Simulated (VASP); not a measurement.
The system is TiAl.

```xyz
2
Lattice="2.8850 0.0000 0.0000 -1.4425 2.4985 0.0000 0.0000 0.0000 4.6800" Properties=species:S:1:pos:R:3 pbc="T T T"
Ti    0.0000    0.0000    0.0000
Al    0.0000    1.6657    2.3400
```

Base run:

```yaml
Program: VASP 6.6.1
Functional: PBEsol
Potentials_or_basis: VASP PAW PBE potentials, release 64 (Ti_sv, Al)
Cutoff: 520 eV
k_mesh: 21 × 21 × 12
Occupations: gaussian, width 0.15 eV
Spin: collinear spin
Starting_moments: "[1.0, 0.0] μB"
Fixed_moment: 1 μB
```

Its results: pressure -3.3 GPa; site moments Ti +0.63; Al +0.01 μB.

Task: The run is repeated on the same cell with these changes: fixed moment from 1 μB to 0.25 μB; moments at the start from [1.0, 0.0] to [0.25, 0.0]. What comes out?

Result: Pressure -4.0 GPa; site moments Ti +0.15; Al +0.00 μB.

Caveats: the cell stands under tension; the PAW data sets were made with another functional, which shifts forces and pressure a little; the total moment is fixed, so each spin has its own Fermi level.
